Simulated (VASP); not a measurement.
# Na (Fm-3m) in VASP: relaxation of volume and atoms at fixed shape with r2SCAN

Aim: the relaxation of volume and atoms at fixed shape of Na with r2SCAN.

Everything below comes from runs of VASP 6.6.1. Logs are shortened: lines on timing, memory, paths and dates and some standing lists are left out, and cuts for length are marked.

## Step 1: The cell of the first run

The structure is cubic, space group Fm-3m (No. 225). Conventional cell: a = 5.390 Å, b = 5.390 Å, c = 5.390 Å, α = 90.00°, β = 90.00°, γ = 90.00°. Na (site symmetry m-3m) has 12 Na at 3.81 Å within 5.0 Å.

This isn't the form of Na at room conditions, which is bcc.

## Step 2: Relaxation of volume and atoms at fixed shape, r2SCAN

Contents of POSCAR:

```
Na
1.0
    5.3900000000      0.0000000000      0.0000000000
    0.0000000000      5.3900000000      0.0000000000
    0.0000000000      0.0000000000      5.3900000000
Na
4
Direct
    0.0000000000      0.0000000000      0.0000000000
    0.0000000000      0.5000000000      0.5000000000
    0.5000000000      0.0000000000      0.5000000000
    0.5000000000      0.5000000000      0.0000000000
```

Contents of INCAR.step1:

```
PREC = Accurate ; ENCUT = 600
ISMEAR = 0 ; SIGMA = 0.1
LREAL = False ; LASPH = True
NELM = 80 ; GGA = PE
ALGO = Normal ; EDIFF = 1E-4
LWAVE = True ; LCHARG = False
```

Contents of INCAR.step2:

```
PREC = Accurate ; ENCUT = 600
EDIFF = 1E-7 ; ISMEAR = 0
SIGMA = 0.1 ; LREAL = False
LASPH = True ; NELM = 80
ALGO = Normal ; ISIF = 8
LWAVE = False ; LCHARG = False
METAGGA = R2SCAN ; LMIXTAU = True
IBRION = 2 ; NSW = 80
EDIFFG = -0.01 ; ISTART = 1
```

Contents of KPOINTS:

```
regular mesh
0
Gamma
  4 4 4
```

Potentials or basis: VASP PAW PBE potentials, release 64 (Na_pv).

Command:

```sh
$ cat potpaw_PBE.64/Na_pv/POTCAR > POTCAR
$ cp INCAR.step1 INCAR
$ mpirun -np 1 vasp_std > vasp.out
$ cp INCAR.step2 INCAR
$ mpirun -np 1 vasp_std > vasp.out
```

OUTCAR:

```text
PREC = Accurate
   ENCUT = 600
   EDIFF = 1E-7
   ISMEAR = 0
   LREAL = False
   LASPH = True
   NELM = 80
   ISIF = 8
   METAGGA = R2SCAN
   IBRION = 2
   NSW = 80
   EDIFFG = -0.01
   ISTART = 1

 ion  position               nearest neighbor table
   1  0.000  0.000  0.000-
   2  0.000  0.500  0.500-
   3  0.500  0.000  0.500-
   4  0.500  0.500  0.000-

  LATTYP: Found a simple cubic cell.
 ALAT       =     5.3900000000

  Lattice vectors:

 A1 = (   5.3900000000,   0.0000000000,   0.0000000000)
 A2 = (   0.0000000000,   5.3900000000,   0.0000000000)
 A3 = (   0.0000000000,   0.0000000000,   5.3900000000)

Analysis of symmetry for initial positions (statically):
=====================================================================
 Subroutine PRICEL returns following result:

  LATTYP: Found a face centered cubic cell.
 ALAT       =     5.3900000000

  Lattice vectors:

 A1 = (   2.6950000000,  -2.6950000000,   0.0000000000)
 A2 = (   2.6950000000,   0.0000000000,   2.6950000000)
 A3 = (   0.0000000000,  -2.6950000000,   2.6950000000)

   4 primitive cells build up your supercell.

 Routine SETGRP: Setting up the symmetry group for a
 simple cubic supercell.

 Subroutine GETGRP returns: Found 48 space group operations
 (whereof 48 operations were pure point group operations)
 out of a pool of 48 trial point group operations.

The static configuration has the point symmetry O_h .

Analysis of symmetry for dynamics (positions and initial velocities):
=====================================================================
 Subroutine PRICEL returns following result:

  LATTYP: Found a face centered cubic cell.
 ALAT       =     5.3900000000

  Lattice vectors:

 A1 = (   2.6950000000,  -2.6950000000,   0.0000000000)
 A2 = (   2.6950000000,   0.0000000000,   2.6950000000)
 A3 = (   0.0000000000,  -2.6950000000,   2.6950000000)

   4 primitive cells build up your supercell.

 Routine SETGRP: Setting up the symmetry group for a
 simple cubic supercell.

 Subroutine GETGRP returns: Found 48 space group operations
 (whereof 48 operations were pure point group operations)
 out of a pool of 48 trial point group operations.

The dynamic configuration has the point symmetry O_h .

 Subroutine INISYM returns: Found 48 space group operations
 (whereof 48 operations are pure point group operations),
 and found     4 'primitive' translations

----------------------------------------------------------------------------------------

                                     Primitive cell

  volume of cell :      39.1477

  direct lattice vectors                    reciprocal lattice vectors
     2.695000000 -2.695000000  0.000000000     0.185528757 -0.185528757 -0.185528757
     2.695000000  0.000000000  2.695000000     0.185528757  0.185528757  0.185528757
     0.000000000 -2.695000000  2.695000000    -0.185528757 -0.185528757  0.185528757

  length of vectors
     3.811305551  3.811305551  3.811305551     0.321345233  0.321345233  0.321345233

  position of ions in fractional coordinates (direct lattice)
     0.000000000  0.000000000  0.000000000

  ion indices of the primitive-cell ions
   primitive index   ion index
                 1           1

----------------------------------------------------------------------------------------

 KPOINTS: regular mesh

Automatic generation of k-mesh.
 Grid dimensions read from file:
 generate k-points for:    4    4    4

 Generating k-lattice:

  Cartesian coordinates                     Fractional coordinates (reciprocal lattice)
     0.046382189  0.000000000  0.000000000     0.250000000  0.000000000  0.000000000
     0.000000000  0.046382189  0.000000000     0.000000000  0.250000000  0.000000000
     0.000000000  0.000000000  0.046382189     0.000000000  0.000000000  0.250000000

  Length of vectors
     0.046382189  0.046382189  0.046382189

  Shift w.r.t. Gamma in fractional coordinates (k-lattice)
     0.000000000  0.000000000  0.000000000

 Subroutine IBZKPT returns following result:
 ===========================================

 Found     10 irreducible k-points:

 Following reciprocal coordinates:
            Coordinates               Weight
  0.000000  0.000000  0.000000      1.000000
  0.250000  0.000000  0.000000      6.000000
  0.500000  0.000000  0.000000      3.000000
  0.250000  0.250000  0.000000     12.000000
  0.500000  0.250000  0.000000     12.000000
  0.500000  0.500000  0.000000      3.000000
  0.250000  0.250000  0.250000      8.000000
  0.500000  0.250000  0.250000     12.000000
  0.500000  0.500000  0.250000      6.000000
  0.500000  0.500000  0.500000      1.000000
   k-points           NKPTS =     10   k-points in BZ     NKDIM =     10   number of bands    NBANDS=     18
   number of dos      NEDOS =    301   number of ions     NIONS =      4
   total plane-waves  NPLWV = 110592
   dimension x,y,z NGX =    48 NGY =   48 NGZ =   48
   dimension x,y,z NGXF=    96 NGYF=   96 NGZF=   96
   ions per type =               4
   NGX,Y,Z   is equivalent  to a cutoff of  14.80, 14.80, 14.80 a.u.
   NGXF,Y,Z  is equivalent  to a cutoff of  29.61, 29.61, 29.61 a.u.
 SYSTEM =  unknown system
   PREC   = accura    normal or accurate (medium, high low for compatibility)
   ISTART =      1    job   : 0-new  1-cont  2-samecut
   ICHARG =      0    charge: 1-file 2-atom 10-const
   ISPIN  =      1    spin polarized calculation?
   LNONCOLLINEAR =      F non collinear calculations
   LSORBIT =      F    spin-orbit coupling
   LASPH  =      T    aspherical Exc in radial PAW
   ENCUT  =  600.0 eV  44.10 Ry    6.64 a.u.  10.77 10.77 10.77*2*pi/ulx,y,z
   NELM   =     80;   NELMIN=  2; NELMDL=  0     # of ELM steps
   EDIFF  = 0.1E-06   stopping-criterion for ELM
   LREAL  =      F    real-space projection
   EDIFFG = -.1E-01   stopping-criterion for IOM
   NSW    =     80    number of steps for IOM
   IBRION =      2    ionic relax: 0-MD 1-quasi-New 2-CG
   NFREE  =      1    steps in history (QN), initial steepest desc. (CG)
   ISIF   =      8    stress and relaxation
   ISYM   =      2    0-nonsym 1-usesym 2-fastsym
   POTIM  = 0.5000    time-step for ionic-motion
   TEBEG  =    0.0;   TEEND  =   0.0 temperature during run
   PSTRESS=    0.0 pullay stress
   NELECT =      28.0000    total number of electrons
   NUPDOWN=      -1.0000    fix difference up-down
   EMIN   =  10.00;   EMAX   =-10.00  energy-range for DOS
   EFERMI =   0.00;   METHOD = LEGACY
   ISMEAR =     0;   SIGMA  =   0.10  broadening in eV -4-tet -1-fermi 0-gaus
   EFERMI_NEDOS =   21; number of points for ismear=-14 and -15
   IALGO  =     38    algorithm
   IMIX   =      4    mixing-type and parameters
     AMIX     =   0.40;   BMIX     =  1.00
     AMIX_MAG =   1.60;   BMIX_MAG =  1.00
  volume/ion in A,a.u.               =      39.15       264.18
  Fermi-wavevector in a.u.,A,eV,Ry     =   0.922300  1.742894 11.573616  0.850637
  Thomas-Fermi vector in A             =   2.047811
   LORBIT       =      0    0 simple, 1 ext, 2 COOP (PROOUT), +10 PAW based schemes
   METAGGA = R2SCAN    functional components
   LHFCALC =     F    Hartree Fock is set to
   AEXX    =    0.0000 exact exchange contribution
   IVDW    =     0    specifies the selected vdW correction
   LEPSILON=     F    determine dielectric tensor
   LRPA    =     F    only Hartree local field effects (RPA)
 conjugate gradient relaxation of ions
 non-spin polarized calculation
 Gauss-broadening in eV      SIGMA  =   0.10
  energy-cutoff  :      600.00
  volume of cell :      156.59
 maximum number of plane-waves:      5248
 NGX is ok and might be reduce to    48
   NGX = 21   NGY = 21   NGZ = 21

--------------------------------------- Ionic step        1  -------------------------------------------

 number of electron      28.0000014 magnetization

 Free energy of the ion-electron system (eV)
  ---------------------------------------------------
  ext. energy  EPLUGINS =         0.00000000
  ---------------------------------------------------
  free energy    TOTEN  =       -14.15036817 eV

  energy without entropy =      -14.13514576  energy(sigma->0) =      -14.14275696

------------------------ aborting loop because EDIFF is reached ----------------------------------------

  FORCE on cell =-STRESS in cart. coord.  units (eV):
  Direction    XX          YY          ZZ          XY          YZ          ZX
  --------------------------------------------------------------------------------------
  -------------------------------------------------------------------------------------
  Total       -0.2647644     -0.2647644     -0.2647644      0.0000000     -0.0000000      0.0000000
  in kB       -2.7089684     -2.7089684     -2.7089684      0.0000000     -0.0000000      0.0000000
  external PRESSURE =      -2.7089684 kB  Pullay stress =       0.0000000 kB

 VOLUME and BASIS-vectors are now :
 -----------------------------------------------------------------------------
  energy-cutoff  :      600.00
  volume of cell :      156.59
      direct lattice vectors                 reciprocal lattice vectors
     5.390000000  0.000000000  0.000000000     0.185528757  0.000000000  0.000000000
     0.000000000  5.390000000  0.000000000     0.000000000  0.185528757  0.000000000
     0.000000000  0.000000000  5.390000000     0.000000000  0.000000000  0.185528757
[... 39 lines left out ...]
 POSITION                                       TOTAL-FORCE (eV/Angst)
 -----------------------------------------------------------------------------------
      5.37279      5.37279      0.00000         0.000000     -0.000000      0.000000
      0.00000      2.68639      2.68639        -0.000000     -0.000000      0.000000
      2.68639      5.37279      2.68639        -0.000000     -0.000000     -0.000000
      2.68639      2.68639      5.37279        -0.000000      0.000000      0.000000
 -----------------------------------------------------------------------------------
    total drift:                                0.000000     -0.000000     -0.000000

  FREE ENERGIE OF THE ION-ELECTRON SYSTEM (eV)
  ---------------------------------------------------
  free  energy   TOTEN  =       -14.1528401198 eV

  energy  without entropy=      -14.1376187558  energy(sigma->0) =      -14.14522944

--------------------------------------- Ionic step        3  -------------------------------------------

 number of electron      27.9999972 magnetization

 Free energy of the ion-electron system (eV)
  ---------------------------------------------------
  ext. energy  EPLUGINS =         0.00000000
  ---------------------------------------------------
  free energy    TOTEN  =       -14.15511761 eV

  energy without entropy =      -14.13989801  energy(sigma->0) =      -14.14750781

 E-fermi :   0.3075     XC(G=0):  -6.8460

 val. band max:        0.0249905833   @ k =   0.2500   0.0000   0.0000
 cond. band min:       0.3649323551   @ k =   0.2500   0.2500   0.0000
 fundamental gap:      0.3399417717
 Fermi energy:         0.3075061732

 k-point     1 :       0.0000    0.0000    0.0000
  band No.  band energies     occupation
      1     -25.7884      2.00000
      2     -25.7884      2.00000
      3     -25.7884      2.00000
      4     -25.7697      2.00000
      5     -25.7697      2.00000
      6     -25.7697      2.00000
[... 10 lines left out ...]
     17       2.7692      0.00000
     18       2.7692      0.00000
[... 209 lines left out ...]
 POSITION                                       TOTAL-FORCE (eV/Angst)
 -----------------------------------------------------------------------------------
      0.00000      0.00000      0.00000        -0.000000      0.000000     -0.000000
      0.00000      2.66958      2.66958        -0.000000      0.000000     -0.000000
      2.66958      0.00000      2.66958         0.000000     -0.000000     -0.000000
      2.66958      2.66958      0.00000         0.000000     -0.000000      0.000000
 -----------------------------------------------------------------------------------
    total drift:                                0.000000      0.000000     -0.000000

  FREE ENERGIE OF THE ION-ELECTRON SYSTEM (eV)
  ---------------------------------------------------
  free  energy   TOTEN  =       -14.1551176054 eV

  energy  without entropy=      -14.1398980106  energy(sigma->0) =      -14.14750781

 reached required accuracy - stopping structural energy minimisation
```

Run time: 4.1 min. Hardware: 1 thread of Intel Xeon Platinum 8488C (Sapphire Rapids), shared host; peak memory 0.35 GiB.

What came out:

```yaml
Free_energy: -14.1551 eV
Relaxed_volume: 38.05 Å³/atom
Relaxed_cell: a = 5.339 Å, b = 5.339 Å, c = 5.339 Å, α = 90.00°, β = 90.00°, γ = 90.00°
Space_group_after_relaxing_to_0.1_Å: Fm-3m (No. 225)
Energy_gained_by_relaxing: 1.2 meV/atom
Ionic_steps: 3
Pressure_after_relaxing: 0.0 GPa
Band_gap_on_the_k_mesh: zero (bands 14 and 15 overlap by 2.42 eV)
```

The path:
```
step  energy change (eV)  largest force (eV/Å)  pressure (GPa)  volume (Å³)
   1              0.0000                0.0000           -0.27       156.59
   2             -0.0025                0.0000           -0.18       155.10
   3             -0.0047                0.0000           -0.01       152.20
```

Final structure:
```yaml
crystal:
  lattice:
    - [5.33916, 0.00000, 0.00000]
    - [0.00000, 5.33916, 0.00000]
    - [0.00000, 0.00000, 5.33916]
  atoms:
    - { symbol: Na, position: [0.00000, 0.00000, 0.00000] }
    - { symbol: Na, position: [0.00000, 0.50000, 0.50000] }
    - { symbol: Na, position: [0.50000, 0.00000, 0.50000] }
    - { symbol: Na, position: [0.50000, 0.50000, 0.00000] }
```

Levels at points of the mesh, in eV from the Fermi level:
```tsv
k point	band 10	band 11	band 12	band 13	band 14	band 15	band 16	band 17	band 18
(0.00, 0.00, 0.00)	-26.07	-26.07	-26.07	-3.47	1.79	1.79	1.79	2.46	2.46
(0.50, 0.00, 0.00)	-26.07	-26.07	-26.07	-2.03	-2.03	3.07	3.07	3.07	3.07
(0.50, 0.50, 0.00)	-26.07	-26.07	-26.07	-0.63	-0.63	-0.63	-0.63	4.37	4.37
(0.50, 0.50, 0.50)	-26.07	-26.07	-26.07	0.46	0.46	0.46	0.46	1.11	1.11
```

Caveat: the PAW data sets were made with another functional, which shifts forces and pressure a little.

The gap in the log of VASP goes by the Fermi energy; the results here count the filled bands.